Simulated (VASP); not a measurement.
# V (Fm-3m) in VASP: further runs, part 2 of 2

VASP 6.6.1. The steps go on from the part before.

### 3 Single point, LDA (13.50 Å³/atom)

This run uses another cell than the first one, of 13.50 Å³/atom.

File INCAR:

```
SYSTEM = V
PREC = Accurate ; ENCUT = 520
EDIFF = 1E-6 ; ISMEAR = -1
SIGMA = 0.1 ; LREAL = .FALSE.
LASPH = .TRUE. ; NELM = 100
ALGO = Normal ; ISIF = 2
LWAVE = .FALSE. ; LCHARG = .FALSE.
NBANDS = 12
```

File KPOINTS:

```
regular mesh
0
G
  16 16 16
  0 0 0
```

File POSCAR:

```
V
1.0
    0.0000000000      1.8900793171      1.8900793171
    1.8900793171      0.0000000000      1.8900793171
    1.8900793171      1.8900793171      0.0000000000
V
1
Direct
    0.0000000000      0.0000000000      0.0000000000
```

Potentials or basis: VASP PAW LDA potentials, release 64 (V_sv).

On the command line:

```console
$ cat potpaw_LDA.64/V_sv/POTCAR > POTCAR
$ mpirun -np 1 vasp_std > vasp.out
```

OUTCAR:

```text
SYSTEM = V
   PREC = Accurate
   ENCUT = 520
   EDIFF = 1E-6
   ISMEAR = -1
   LREAL = .FALSE.
   LASPH = .TRUE.
   NELM = 100
   ISIF = 2

 ion  position               nearest neighbor table
   1  0.000  0.000  0.000-

  LATTYP: Found a face centered cubic cell.
 ALAT       =     3.7801586342

  Lattice vectors:

 A1 = (   0.0000000000,   1.8900793171,   1.8900793171)
 A2 = (   1.8900793171,   0.0000000000,   1.8900793171)
 A3 = (   1.8900793171,   1.8900793171,   0.0000000000)

Analysis of symmetry for initial positions (statically):
[... 528 lines left out ...]
      5       3.3377      2.00000
      6       9.7081      1.31779
      7      10.0577      0.11065
      8      10.0810      0.08868
      9      11.5321      0.00000
     10      11.7153      0.00000
     11      27.8807      0.00000
     12      30.6568      0.00000

 [... further k-points ...]
[... 5 lines left out ...]
  --------------------------------------------------------------------------------------
  -------------------------------------------------------------------------------------
  Total       -0.5960132     -0.5960132     -0.5960132      0.0000000     -0.0000000     -0.0000000
  in kB      -70.7125329    -70.7125329    -70.7125329      0.0000000     -0.0000000     -0.0000000
  external PRESSURE =     -70.7125329 kB  Pullay stress =       0.0000000 kB

 VOLUME and BASIS-vectors are now :
 -----------------------------------------------------------------------------
  energy-cutoff  :      520.00
  volume of cell :       13.50
      direct lattice vectors                 reciprocal lattice vectors
     0.000000000  1.890079317  1.890079317    -0.264539163  0.264539163  0.264539163
     1.890079317  0.000000000  1.890079317     0.264539163 -0.264539163  0.264539163
     1.890079317  1.890079317  0.000000000     0.264539163  0.264539163 -0.264539163

 POSITION                                       TOTAL-FORCE (eV/Angst)
 -----------------------------------------------------------------------------------
      0.00000      0.00000      0.00000         0.000000      0.000000      0.000000
 -----------------------------------------------------------------------------------
    total drift:                                0.000000      0.000000      0.000000

  FREE ENERGIE OF THE ION-ELECTRON SYSTEM (eV)
  ---------------------------------------------------
  free  energy   TOTEN  =        -9.6800896553 eV

  energy  without entropy=       -9.6218028133  energy(sigma->0) =       -9.65094623
```

OSZICAR:

```text
N       E                     dE             d eps       ncg     rms          rms(c)
DAV:   1     0.893485263011E+02    0.89349E+02   -0.69907E+03  3500   0.118E+03
DAV:   2    -0.978364377915E+01   -0.99132E+02   -0.96258E+02  3536   0.327E+02
DAV:   3    -0.111150754299E+02   -0.13314E+01   -0.13276E+01  3896   0.442E+01
DAV:   4    -0.111218664674E+02   -0.67910E-02   -0.67908E-02  3852   0.339E+00
DAV:   5    -0.111219483841E+02   -0.81917E-04   -0.81916E-04  3916   0.350E-01    0.182E+01
DAV:   6    -0.971736844799E+01    0.14046E+01   -0.33352E+00  3676   0.295E+01    0.153E+00
DAV:   7    -0.969235941413E+01    0.25009E-01   -0.52473E-02  3720   0.254E+00    0.924E-01
DAV:   8    -0.968004328605E+01    0.12316E-01   -0.69521E-03  3756   0.120E+00    0.717E-02
DAV:   9    -0.968007588212E+01   -0.32596E-04   -0.15964E-04  3680   0.191E-01    0.419E-02
DAV:  10    -0.968008990674E+01   -0.14025E-04   -0.63451E-06  3972   0.366E-02    0.541E-03
DAV:  11    -0.968008965532E+01    0.25143E-06   -0.13723E-06  3344   0.193E-02
   1 F= -.96800897E+01 E0= -.96509462E+01  d E =-.582868E-01
```

It took 34 s on 1 thread of Intel Xeon 8259CL, shared host; peak memory 0.13 GiB.

Results:

```
Free energy            : -9.6801 eV
Pressure               : -7.1 GPa
Band gap on the k mesh : zero (an odd number of electrons rules out a gap without spin polarisation)
```

Caveat: the cell stands under tension.

### 4 Single point, LDA (14.02 Å³/atom)

This run uses another cell than the first one, of 14.02 Å³/atom.

File INCAR:

```
SYSTEM = V
PREC     = Accurate       ! precision mode
ENCUT    = 520            ! plane-wave cutoff, eV
EDIFF    = 1E-6           ! SCF threshold, eV
ISMEAR   = -1             ! smearing method
SIGMA    = 0.1            ! smearing width, eV
LREAL    = .False.        ! projectors in reciprocal space
LASPH    = .True.         ! aspherical terms in the spheres
NELM     = 60             ! most SCF steps
ALGO     = Normal         ! electronic algorithm
ISIF     = 2              ! what is computed and relaxed
LWAVE    = .False.        ! write WAVECAR
LCHARG   = .True.         ! write CHGCAR
GGA      = CA             ! functional
LELF     = .True.         ! ELF
LVHAR    = .True.       
NBANDS   = 12             ! bands
```

File KPOINTS:

```
regular mesh
0
Gamma
  16 16 16
  0 0 0
```

File POSCAR:

```
V
1.0
    0.0000000000      1.9140069118      1.9140069118
    1.9140069118      0.0000000000      1.9140069118
    1.9140069118      1.9140069118      0.0000000000
V
1
Direct
    0.0000000000      0.0000000000      0.0000000000
```

On the command line:

```console
$ cat potpaw_LDA.64/V_sv/POTCAR > POTCAR
$ mpirun -np 1 vasp_std > vasp.out
```

Run time: 34 s. Hardware: 1 thread of Intel Xeon 8259CL, shared host; peak memory 0.13 GiB.

It converged, with:

```
Free energy            : -9.6475 eV
Pressure               : -13.1 GPa
Band gap on the k mesh : zero (an odd number of electrons rules out a gap without spin polarisation)
```

Levels at points of the mesh, in eV from the Fermi level:
```tsv
k point	band 3	band 4	band 5	band 6	band 7	band 8	band 9	band 10
(0.00, 0.00, 0.00)	-37.08	-37.08	-6.73	0.16	0.16	0.16	1.84	1.84
(0.50, 0.00, 0.00)	-37.18	-37.18	-3.28	0.02	0.02	0.88	3.03	3.03
(0.50, 0.50, 0.00)	-37.37	-37.37	-3.42	-2.57	2.98	3.35	3.35	3.42
```

Caveat: the cell stands under tension.

### 5 Single point, LDA (14.54 Å³/atom)

This run uses another cell than the first one, of 14.54 Å³/atom.

File INCAR:

```
SYSTEM = V
PREC = Accurate
ENCUT = 520
EDIFF = 1E-6
ISMEAR = -1
SIGMA = 0.1
LREAL = .FALSE.
LASPH = .TRUE.
NELM = 60
ALGO = Normal
ISIF = 2
LWAVE = .FALSE.
LCHARG = .TRUE.
LELF = .TRUE.
LVHAR = .TRUE.
NBANDS = 12
```

File KPOINTS:

```
regular mesh
0
G
  16 16 16
  0 0 0
```

File POSCAR:

```
V
1.0
    0.0000000000      1.9373507602      1.9373507602
    1.9373507602      0.0000000000      1.9373507602
    1.9373507602      1.9373507602      0.0000000000
V
1
Direct
    0.0000000000      0.0000000000      0.0000000000
```

Potentials or basis: VASP PAW LDA potentials, release 64 (V_sv).

On the command line:

```console
$ cat potpaw_LDA.64/V_sv/POTCAR > POTCAR
$ mpirun -np 1 vasp_std > vasp.out
```

OUTCAR:

```text
SYSTEM = V
   PREC = Accurate
   ENCUT = 520
   EDIFF = 1E-6
   ISMEAR = -1
   LREAL = .FALSE.
   LASPH = .TRUE.
   NELM = 60
   ISIF = 2

 ion  position               nearest neighbor table
   1  0.000  0.000  0.000-

  LATTYP: Found a face centered cubic cell.
 ALAT       =     3.8747015204

  Lattice vectors:

 A1 = (   0.0000000000,   1.9373507602,   1.9373507602)
 A2 = (   1.9373507602,   0.0000000000,   1.9373507602)
 A3 = (   1.9373507602,   1.9373507602,   0.0000000000)

Analysis of symmetry for initial positions (statically):
=====================================================================
 Subroutine PRICEL returns:
 Original cell was already a primitive cell.

 Routine SETGRP: Setting up the symmetry group for a
 face centered cubic supercell.

 Subroutine GETGRP returns: Found 48 space group operations
 (whereof 48 operations were pure point group operations)
 out of a pool of 48 trial point group operations.

The static configuration has the point symmetry O_h .

Analysis of symmetry for dynamics (positions and initial velocities):
=====================================================================
 Subroutine PRICEL returns:
 Original cell was already a primitive cell.

[... 157 lines left out ...]
 Fermi energy:         8.8440226251

 k-point     1 :       0.0000    0.0000    0.0000
  band No.  band energies     occupation
      1     -54.4921      2.00000
      2     -28.3174      2.00000
      3     -28.3174      2.00000
      4     -28.3174      2.00000
      5       2.2151      2.00000
      6       9.0088      0.32283
      7       9.0088      0.32283
      8       9.0088      0.32283
      9      10.5993      0.00000
     10      10.5993      0.00000
     11      26.2984      0.00000
     12      31.1024      0.00000
[... 331 lines left out ...]
 k-point    24 :      -0.0625    0.0625    0.0000
  band No.  band energies     occupation
      1     -54.4780      2.00000
      2     -28.3858      2.00000
      3     -28.3373      2.00000
      4     -28.3222      2.00000
      5       2.5834      2.00000
      6       8.8122      1.15784
      7       9.1269      0.11157
      8       9.1466      0.09252
      9      10.4512      0.00000
     10      10.6143      0.00000
     11      26.4304      0.00000
     12      28.9226      0.00000

 [... further k-points ...]
[... 5 lines left out ...]
  --------------------------------------------------------------------------------------
  -------------------------------------------------------------------------------------
  Total       -1.6384612     -1.6384612     -1.6384612      0.0000000     -0.0000000      0.0000000
  in kB     -180.5061347   -180.5061347   -180.5061347      0.0000000     -0.0000000      0.0000000
  external PRESSURE =    -180.5061347 kB  Pullay stress =       0.0000000 kB

 VOLUME and BASIS-vectors are now :
 -----------------------------------------------------------------------------
  energy-cutoff  :      520.00
  volume of cell :       14.54
      direct lattice vectors                 reciprocal lattice vectors
     0.000000000  1.937350760  1.937350760    -0.258084396  0.258084396  0.258084396
     1.937350760  0.000000000  1.937350760     0.258084396 -0.258084396  0.258084396
     1.937350760  1.937350760  0.000000000     0.258084396  0.258084396 -0.258084396

 POSITION                                       TOTAL-FORCE (eV/Angst)
 -----------------------------------------------------------------------------------
      0.00000      0.00000      0.00000        -0.000000     -0.000000     -0.000000
 -----------------------------------------------------------------------------------
    total drift:                                0.000000      0.000000      0.000000

  FREE ENERGIE OF THE ION-ELECTRON SYSTEM (eV)
  ---------------------------------------------------
  free  energy   TOTEN  =        -9.5971108886 eV

  energy  without entropy=       -9.5341888298  energy(sigma->0) =       -9.56564986
```

It took 36 s on 1 thread of Intel Xeon 8259CL, shared host; peak memory 0.13 GiB.

What came out:

| Quantity | Value |
| --- | --- |
| Free energy | -9.5971 eV |
| Pressure | -18.1 GPa |
| Band gap on the k mesh | zero (an odd number of electrons rules out a gap without spin polarisation) |

Levels at points of the mesh, in eV from the Fermi level:
| k point | band 2 | band 3 | band 4 | band 5 | band 6 | band 7 | band 8 | band 9 | band 10 | band 11 |
| --- | --- | --- | --- | --- | --- | --- | --- | --- | --- | --- |
| (0.00, 0.00, 0.00) | -37.16 | -37.16 | -37.16 | -6.63 | 0.16 | 0.16 | 0.16 | 1.76 | 1.76 | 17.45 |
| (0.50, 0.00, 0.00) | -37.88 | -37.26 | -37.26 | -3.16 | 0.03 | 0.03 | 0.80 | 2.89 | 2.89 | 8.48 |
| (0.50, 0.50, 0.00) | -37.84 | -37.42 | -37.42 | -3.26 | -2.44 | 2.84 | 3.19 | 3.19 | 3.25 | 11.17 |

Caveat: the cell stands under tension.

### 6 Overview

| cell | gap on the mesh (eV) | pressure (GPa) |
| --- | --- | --- |
| a = 2.638 Å, angles 60.0°, 1 atom | none | 0.3 |
| a = 2.673 Å, angles 60.0°, 1 atom | none | -7.1 |
| a = 2.707 Å, angles 60.0°, 1 atom | none | -13.1 |
| a = 2.740 Å, angles 60.0°, 1 atom | none | -18.1 |

Alike in all rows: task single point; level LDA; potentials or basis VASP PAW LDA potentials, release 64 (V_sv); no spin polarisation; k mesh 16 × 16 × 16; cutoff (eV) 520; smearing fermi-dirac 0.1 eV.

Caveats: the cell stands under tension (at least some runs).

Absolute energies hang on the potentials; compare differences alone.
